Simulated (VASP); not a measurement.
# Zn (P6_3/mmc) in VASP: relaxation of cell and atoms with PBE

Aim: the relaxation of cell and atoms of Zn with PBE.

Program: VASP 6.6.1. These are calculated values, not measurements. Logs are shortened: lines on timing, memory, paths and dates and some standing lists are left out, and cuts for length are marked.

## 1. The cell of the first run

The structure is hexagonal, space group P6_3/mmc (No. 194). The conventional cell has a = 2.780 Å, b = 2.780 Å, c = 9.004 Å, α = 90.00°, β = 90.00°, γ = 120.00°. Within 3.6 Å of Zn (site symmetry -3m) lie 12 Zn at 2.76 to 2.78 Å. Within 3.6 Å of Zn (site symmetry -6m2) lie 12 Zn at 2.76 to 2.78 Å.

## 2. Relaxation of cell and atoms, PBE

INCAR

```
PREC = Accurate
ENCUT = 500
EDIFF = 1E-7
ISMEAR = -1
SIGMA = 0.0242
LREAL = False
LASPH = True
NELM = 120
ALGO = Normal
ISIF = 3
LWAVE = False
LCHARG = False
GGA = PE
IBRION = 2
NSW = 60
EDIFFG = -0.01
ISYM = -1
GGA_COMPAT = False
NELMIN = 4
```

KPOINTS

```
explicit points
49
Reciprocal
  0.07142857   0.07142857   0.25000000 2
  0.07142857   0.07142857   0.75000000 2
  0.07142857   0.21428571   0.25000000 2
  0.07142857   0.21428571   0.75000000 2
  0.07142857   0.35714286   0.25000000 2
  0.07142857   0.35714286   0.75000000 2
  0.07142857   0.50000000   0.25000000 2
  0.07142857   0.50000000   0.75000000 2
  0.07142857   0.64285714   0.25000000 2
  0.07142857   0.64285714   0.75000000 2
  0.07142857   0.78571429   0.25000000 2
  0.07142857   0.78571429   0.75000000 2
  0.07142857   0.92857143   0.25000000 2
  0.07142857   0.92857143   0.75000000 2
  0.21428571   0.07142857   0.25000000 2
  0.21428571   0.07142857   0.75000000 2
  0.21428571   0.21428571   0.25000000 2
  0.21428571   0.21428571   0.75000000 2
  0.21428571   0.35714286   0.25000000 2
  0.21428571   0.35714286   0.75000000 2
  0.21428571   0.50000000   0.25000000 2
  0.21428571   0.50000000   0.75000000 2
  0.21428571   0.64285714   0.25000000 2
  0.21428571   0.64285714   0.75000000 2
  0.21428571   0.78571429   0.25000000 2
  0.21428571   0.78571429   0.75000000 2
  0.21428571   0.92857143   0.25000000 2
  0.21428571   0.92857143   0.75000000 2
  0.35714286   0.07142857   0.25000000 2
  0.35714286   0.07142857   0.75000000 2
  0.35714286   0.21428571   0.25000000 2
  0.35714286   0.21428571   0.75000000 2
  0.35714286   0.35714286   0.25000000 2
  0.35714286   0.35714286   0.75000000 2
  0.35714286   0.50000000   0.25000000 2
  0.35714286   0.50000000   0.75000000 2
  0.35714286   0.64285714   0.25000000 2
  0.35714286   0.64285714   0.75000000 2
  0.35714286   0.78571429   0.25000000 2
  0.35714286   0.78571429   0.75000000 2
  0.35714286   0.92857143   0.25000000 2
  0.35714286   0.92857143   0.75000000 2
  0.50000000   0.07142857   0.25000000 2
  0.50000000   0.07142857   0.75000000 2
  0.50000000   0.21428571   0.25000000 2
  0.50000000   0.21428571   0.75000000 2
  0.50000000   0.35714286   0.25000000 2
  0.50000000   0.35714286   0.75000000 2
  0.50000000   0.50000000   0.25000000 2
```

POSCAR

```
Zn
1.0
    1.3902090000      2.4079110000      0.0000000000
   -1.3902090000      2.4079110000      0.0000000000
    0.0000000000      0.0000000000      9.0039440000
Zn
4
Direct
    0.0000000000      0.0000000000      0.0000000000
    0.0000000000      0.0000000000      0.5000000000
    0.3333300000      0.3333400000      0.7500000000
    0.6666600000      0.6666700000      0.2500000000
```

Potentials or basis: VASP PAW PBE potentials, release 64 (Zn).

Launch:

```sh
$ cat potpaw_PBE.64/Zn/POTCAR > POTCAR
$ mpirun -np 1 vasp_std > vasp.out
```

OUTCAR:

```text
PREC = Accurate
   ENCUT = 500
   EDIFF = 1E-7
   ISMEAR = -1
   LREAL = False
   LASPH = True
   NELM = 120
   ISIF = 3
   GGA = PE
   IBRION = 2
   NSW = 60
   EDIFFG = -0.01
   ISYM = -1
   NELMIN = 4

 ion  position               nearest neighbor table
   1  0.000  0.000  0.000-   4 2.76   3 2.76   4 2.76   3 2.76   4 2.76   3 2.76
   2  0.000  0.000  0.500-   4 2.76   3 2.76   4 2.76   3 2.76   4 2.76   3 2.76
   3  0.333  0.333  0.750-   1 2.76   2 2.76   1 2.76   2 2.76   1 2.76   2 2.76
   4  0.667  0.667  0.250-   1 2.76   2 2.76   1 2.76   2 2.76   1 2.76   2 2.76

IMPORTANT INFORMATION: All symmetrisations will be switched off!
NOSYMM: (Re-)initialisation of all symmetry stuff for point group C_1.

----------------------------------------------------------------------------------------

                                     Primitive cell

  volume of cell :      60.2814

  direct lattice vectors                    reciprocal lattice vectors
     1.390209000  2.407911000  0.000000000     0.359658152  0.207648871  0.000000000
    -1.390209000  2.407911000  0.000000000    -0.359658152  0.207648871  0.000000000
     0.000000000  0.000000000  9.003944000     0.000000000  0.000000000  0.111062441

  length of vectors
     2.780416596  2.780416596  9.003944000     0.415297532  0.415297532  0.111062441

  position of ions in fractional coordinates (direct lattice)
     0.000000000  0.000000000  0.000000000
     0.000000000  0.000000000  0.500000000
     0.333330000  0.333340000  0.750000000
     0.666660000  0.666670000  0.250000000

  ion indices of the primitive-cell ions
   primitive index   ion index
                 1           1
                 2           2
                 3           3
                 4           4

----------------------------------------------------------------------------------------

 KPOINTS: explicit points

Read explicit list of k-points.

 Found     49 k-points:

 Following reciprocal coordinates:
            Coordinates               Weight
  0.071429  0.071429  0.250000      0.020408
  0.071429  0.071429  0.750000      0.020408
  0.071429  0.214286  0.250000      0.020408
  0.071429  0.214286  0.750000      0.020408
  0.071429  0.357143  0.250000      0.020408
  0.071429  0.357143  0.750000      0.020408
[... 16 lines left out ...]
  0.214286  0.642857  0.250000      0.020408
  0.214286  0.642857  0.750000      0.020408
 [... further k-points ...]
   k-points           NKPTS =     49   k-points in BZ     NKDIM =     49   number of bands    NBANDS=     28
   number of dos      NEDOS =    301   number of ions     NIONS =      4
   total plane-waves  NPLWV =  28000
   dimension x,y,z NGX =    20 NGY =   20 NGZ =   70
   dimension x,y,z NGXF=    40 NGYF=   40 NGZF=  140
   ions per type =               4
   NGX,Y,Z   is equivalent  to a cutoff of  11.96, 11.96, 12.92 a.u.
   NGXF,Y,Z  is equivalent  to a cutoff of  23.92, 23.92, 25.85 a.u.
 SYSTEM =  unknown system
   PREC   = accura    normal or accurate (medium, high low for compatibility)
   ISTART =      0    job   : 0-new  1-cont  2-samecut
   ICHARG =      2    charge: 1-file 2-atom 10-const
   ISPIN  =      1    spin polarized calculation?
   LNONCOLLINEAR =      F non collinear calculations
   LSORBIT =      F    spin-orbit coupling
   LASPH  =      T    aspherical Exc in radial PAW
   ENCUT  =  500.0 eV  36.75 Ry    6.06 a.u.   5.07  5.07 16.42*2*pi/ulx,y,z
   NELM   =    120;   NELMIN=  4; NELMDL= -5     # of ELM steps
   EDIFF  = 0.1E-06   stopping-criterion for ELM
   LREAL  =      F    real-space projection
   EDIFFG = -.1E-01   stopping-criterion for IOM
   NSW    =     60    number of steps for IOM
   IBRION =      2    ionic relax: 0-MD 1-quasi-New 2-CG
   NFREE  =      1    steps in history (QN), initial steepest desc. (CG)
   ISIF   =      3    stress and relaxation
   ISYM   =     -1    0-nonsym 1-usesym 2-fastsym
   POTIM  = 0.5000    time-step for ionic-motion
   TEBEG  =    0.0;   TEEND  =   0.0 temperature during run
   PSTRESS=    0.0 pullay stress
   NELECT =      48.0000    total number of electrons
   NUPDOWN=      -1.0000    fix difference up-down
   EMIN   =  10.00;   EMAX   =-10.00  energy-range for DOS
   EFERMI =   0.00;   METHOD = LEGACY
   ISMEAR =    -1;   SIGMA  =   0.02  broadening in eV -4-tet -1-fermi 0-gaus
   EFERMI_NEDOS =   21; number of points for ismear=-14 and -15
   IALGO  =     38    algorithm
   IMIX   =      4    mixing-type and parameters
     AMIX     =   0.40;   BMIX     =  1.00
     AMIX_MAG =   1.60;   BMIX_MAG =  1.00
  volume/ion in A,a.u.               =      15.07       101.70
  Fermi-wavevector in a.u.,A,eV,Ry     =   1.517379  2.867431 31.326595  2.302440
  Thomas-Fermi vector in A             =   2.626642
   LORBIT       =      0    0 simple, 1 ext, 2 COOP (PROOUT), +10 PAW based schemes
   GGA     = PE    functional components
   LHFCALC =     F    Hartree Fock is set to
   AEXX    =    0.0000 exact exchange contribution
   IVDW    =     0    specifies the selected vdW correction
   LEPSILON=     F    determine dielectric tensor
   LRPA    =     F    only Hartree local field effects (RPA)
 conjugate gradient relaxation of ions
 non-spin polarized calculation
  energy-cutoff  :      500.00
  volume of cell :       60.28
 maximum number of plane-waves:      1544
 NGX is ok and might be reduce to    20
   NGX = 11   NGY = 11   NGZ = 33

--------------------------------------- Ionic step        1  -------------------------------------------

 number of electron      47.9999950 magnetization

 Free energy of the ion-electron system (eV)
  ---------------------------------------------------
  ext. energy  EPLUGINS =         0.00000000
  ---------------------------------------------------
  free energy    TOTEN  =        -4.37393243 eV

  energy without entropy =       -4.37274380  energy(sigma->0) =       -4.37333811

------------------------ aborting loop because EDIFF is reached ----------------------------------------

  FORCE on cell =-STRESS in cart. coord.  units (eV):
  Direction    XX          YY          ZZ          XY          YZ          ZX
  --------------------------------------------------------------------------------------
  -------------------------------------------------------------------------------------
  Total       -0.1777228      1.1039725     -1.3071025      0.0000001     -0.0000001     -0.0000002
  in kB       -4.7235714     29.3417182    -34.7405688      0.0000020     -0.0000030     -0.0000059
  external PRESSURE =      -3.3741407 kB  Pullay stress =       0.0000000 kB
[... 95 lines left out ...]
  FREE ENERGIE OF THE ION-ELECTRON SYSTEM (eV)
  ---------------------------------------------------
  free  energy   TOTEN  =        -4.4245707241 eV

  energy  without entropy=       -4.4238352261  energy(sigma->0) =       -4.42420298

[... ionic steps 4 to 29 ...]

--------------------------------------- Ionic step       30  -------------------------------------------

 number of electron      48.0000037 magnetization

------------------------ aborting loop because EDIFF is reached ----------------------------------------

  FORCE on cell =-STRESS in cart. coord.  units (eV):
  Direction    XX          YY          ZZ          XY          YZ          ZX
  --------------------------------------------------------------------------------------
  -------------------------------------------------------------------------------------
  Total        0.0054837     -0.0808144      0.0150489      0.0002824      0.0000002      0.0000001
  in kB        0.1429105     -2.1061184      0.3921929      0.0073592      0.0000045      0.0000022
  external PRESSURE =      -0.5236717 kB  Pullay stress =       0.0000000 kB
[... 61 lines left out ...]
  energy  without entropy=       -4.5330710831  energy(sigma->0) =       -4.53444734

--------------------------------------- Ionic step       32  -------------------------------------------

 number of electron      48.0000036 magnetization

 Free energy of the ion-electron system (eV)
  ---------------------------------------------------
  ext. energy  EPLUGINS =         0.00000000
  ---------------------------------------------------
  free energy    TOTEN  =        -4.53586594 eV

  energy without entropy =       -4.53311506  energy(sigma->0) =       -4.53449050

 E-fermi :   3.1725     XC(G=0): -11.4907

 val. band max:        3.1725013633   @ k =   0.3571   0.9286   0.7500
 cond. band min:       3.1726522946   @ k =   0.0714   0.6429   0.2500
 fundamental gap:      0.0001509312
 Fermi energy:         3.1725416102

 k-point     1 :       0.0714    0.0714    0.2500
  band No.  band energies     occupation
      1      -7.0584      2.00000
      2      -6.0838      2.00000
      3      -5.3353      2.00000
      4      -5.2877      2.00000
      5      -4.8763      2.00000
      6      -4.8563      2.00000
[... 733 lines left out ...]
     27       5.1174      0.00000
     28       5.7726      0.00000

 [... further k-points ...]
[... 5 lines left out ...]
  --------------------------------------------------------------------------------------
  -------------------------------------------------------------------------------------
  Total        0.0049001     -0.0277686      0.0230603      0.0004916      0.0000002      0.0000001
  in kB        0.1277351     -0.7238663      0.6011327      0.0128146      0.0000048      0.0000017
  external PRESSURE =       0.0016672 kB  Pullay stress =       0.0000000 kB
[... 19 lines left out ...]
  FREE ENERGIE OF THE ION-ELECTRON SYSTEM (eV)
  ---------------------------------------------------
  free  energy   TOTEN  =        -4.5358659350 eV

  energy  without entropy=       -4.5331150564  energy(sigma->0) =       -4.53449050

 reached required accuracy - stopping structural energy minimisation
```

It took 16 min on 1 thread of Intel Xeon Platinum 8488C (Sapphire Rapids), shared host; peak memory 0.21 GiB.

Results:

| Property | Result |
| --- | --- |
| Free energy | -4.5359 eV |
| Relaxed volume | 15.37 Å³/atom |
| Relaxed cell | a = 2.980 Å, b = 2.980 Å, c = 8.667 Å, α = 90.00°, β = 90.00°, γ = 52.99° |
| Space group after relaxing (to 0.1 Å) | Cmcm (No. 63) |
| Energy gained by relaxing | 40.5 meV/atom |
| Ionic steps | 32 |
| Pressure after relaxing | 0.0 GPa |
| Band gap on the k mesh | zero (bands 24 and 25 overlap by 2.40 eV) |

Stress tensor (GPa, compression positive):
```
 0.01  0.00  0.00
 0.00 -0.07  0.00
 0.00  0.00  0.06
```

The path:
```
step  energy change (eV)  largest force (eV/Å)  pressure (GPa)  volume (Å³)
   1              0.0000                0.0336           -0.34        60.28
   2             -0.0295                0.0046            0.25        59.99
   3             -0.0506                0.0357            0.94        59.60
   4             -0.0342                0.1189            2.79        58.71
   5             -0.0503                0.0434            1.61        59.31
   6             -0.0524                0.0376            1.31        59.43
   7             -0.0716                0.0819            0.27        60.71
   8             -0.0780                0.1033           -3.32        64.60
   9             -0.0845                0.0895           -2.33        63.40
  10             -0.0886                0.0830           -1.12        62.05
  11             -0.0893                0.0839           -1.58        62.54
  12             -0.0925                0.0895           -1.85        62.80
  13             -0.0987                0.1057           -2.12        63.09
  14             -0.1106                0.1165           -2.62        63.67
  15             -0.1113                0.1196           -2.77        63.84
  16             -0.1237                0.1302           -2.30        63.31
  17             -0.1308                0.1362           -1.34        62.51
  18             -0.1368                0.1317           -0.88        62.05
  19             -0.1432                0.1201            0.14        61.05
  20             -0.1434                0.1177            0.39        60.84
  21             -0.1448                0.1144            0.25        60.92
  22             -0.1466                0.1054           -0.16        61.16
  23             -0.1480                0.1010           -0.14        61.16
  24             -0.1515                0.0899           -0.10        61.17
  25             -0.1565                0.0626            0.04        61.17
  26             -0.1579                0.0149            0.39        61.17
  27             -0.1587                0.0340            0.24        61.17
  28             -0.1605                0.0231            0.14        61.27
  29             -0.1619                0.0031           -0.04        61.46
  30             -0.1619                0.0015           -0.05        61.48
  31             -0.1619                0.0009           -0.04        61.48
  32             -0.1619                0.0008            0.00        61.46
```

Final structure:
```
CELL_PARAMETERS angstrom
1.32953 2.66698 0.00000
-1.32950 2.66697 0.00000
0.00000 0.00000 8.66690
ATOMIC_POSITIONS crystal
Zn 0.00000 0.00000 0.00000
Zn 0.00000 0.00000 0.50000
Zn 0.36611 0.36611 0.75000
Zn 0.63388 0.63389 0.25000
```
